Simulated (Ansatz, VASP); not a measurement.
# Two plane-wave programs on In3As

File INCAR:

```
SYSTEM = In3As
ALGO = Fast
EDIFF = 1E-7
ENCUT = 520
GGA = PE
ISIF = 2
ISMEAR = 0
IVDW = 12
LASPH = .TRUE.
LCHARG = .FALSE.
LREAL = .FALSE.
LWAVE = .FALSE.
NBANDS = 30
NELM = 60
PREC = Accurate
SIGMA = 0.15
```

Contents of KPOINTS:

```
k-points
0
G
  10 10 10
  0 0 0
```

Contents of POSCAR:

```
In3As
1.0
    4.6021353856      0.0000000000      0.0000000000
    0.0000000000      4.5100926779      0.0000000000
    0.0000000000      0.0000000000      4.6021353856
In As
3 1
Direct
    0.0000000000      0.5000000000      0.5000000000
    0.5000000000      0.0000000000      0.5000000000
    0.5000000000      0.5000000000      0.0000000000
    0.0000000000      0.0000000000      0.0000000000
```

Input for Ansatz:

```yaml
crystal:
  lattice:
    - [4.6021353856, 0.0, 0.0]
    - [0.0, 4.5100926779, 0.0]
    - [0.0, 0.0, 4.6021353856]
  atoms:
    - { symbol: In, position: [0.0, 0.5, 0.5] }
    - { symbol: In, position: [0.5, 0.0, 0.5] }
    - { symbol: In, position: [0.5, 0.5, 0.0] }
    - { symbol: As, position: [0.0, 0.0, 0.0] }
basis:
  ecutwfc: 420
kpoints:
  mp_grid: { grid: [10, 10, 10] }
hamiltonian:
  xc: pbe
  dispersion: d3bj
scf:
  occupations: { method: gaussian, width: 0.15 }
output:
  forces: true
  stress: true
  eigenvalues: true
```

Change from the starting cell: strain -0.0200 x Voigt [0, 1, 0, 0, 0, 0], atoms carried along.

Alike in both runs: task single point; functional PBE; dispersion D3(BJ); k mesh 10 × 10 × 10; occupations gaussian, width 0.15 eV; no spin polarisation.

|  | VASP | Ansatz |
| --- | --- | --- |
| version | VASP 6.6.1 | Ansatz 0.2.0 |
| potentials or method | VASP PAW PBE potentials, release 64 (In_d, As), cutoff 520 eV | scalar-relativistic, plane waves, PAW |
| valence electrons in the cell | 44 | 54 |

```csv
,VASP,Ansatz,Ansatz less VASP
gap on the k mesh at the Fermi level (eV),none,none,-
pressure (GPa),1.0,1.0,+0.01
"traceless stress, the component that is largest in VASP (GPa)",-0.21,-0.21,0.000
```

A gap of «none» marks a metal or a gap that the smearing closes. VASP's potentials hold 44 valence electrons a cell and Ansatz's 54, so a difference there can come from the potentials and not from the codes.
